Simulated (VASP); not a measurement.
A run of VASP 6.6.1 is set up as follows.

The input INCAR:

```
SYSTEM = Gd6N
PREC = Accurate
ENCUT = 520
EDIFF = 1E-6
ISMEAR = 0
SIGMA = 0.2
LREAL = .False.
LASPH = .True.
NELM = 150
ALGO = Normal
ISIF = 2
LWAVE = .False.
LCHARG = .False.
ISPIN = 2
MAGMOM = 7 7 7 7 7 7 0
LORBIT = 11
LMAXMIX = 6
GGA = PE
NBANDS = 70
```

Contents of KPOINTS:

```
regular mesh
0
Gamma
  3 3 3
  0 0 0
```

The input POSCAR:

```
Gd6N
1.0
    6.3448256224     -0.0000000030      0.0000000000
   -3.1724128085      5.4947801731      0.0000000000
    0.0000000000      0.0000000000      5.8823171089
Gd N
6 1
Direct
    0.3160128889      0.3160128889      0.2606584236
    0.0000000000      0.6839871111      0.2606584236
    0.6839871111      0.0000000000      0.2606584236
    0.0000000000      0.3160128889      0.7393415764
    0.3160128889      0.0000000000      0.7393415764
    0.6839871111      0.6839871111      0.7393415764
    0.0000000000      0.0000000000      0.5000000000
```

Potentials or basis: VASP PAW PBE potentials, release 64 (Gd, N).

Run with:

```console
$ cat potpaw_PBE.64/Gd/POTCAR potpaw_PBE.64/N/POTCAR > POTCAR
$ mpirun -np 1 vasp_std > vasp.out
```

Problem. Estimate the site moments.

Solution. Gd +5.94; N -0.26 μB.

Problem. Estimate the pressure.

Solution. 3.4 GPa.

Forces on the atoms (eV/Å):
```
Gd   0.085  0.147 -0.185
Gd   0.085 -0.147 -0.185
Gd  -0.170  0.000 -0.185
Gd  -0.085  0.147  0.185
Gd   0.170  0.000  0.185
Gd  -0.085 -0.147  0.185
N    0.000  0.000  0.000
```

Caveat: the k points lie up to 0.38 Å⁻¹ apart; the highest band is partly filled, so the run has too few bands. The state reached can hang on the start; a lower one may exist.
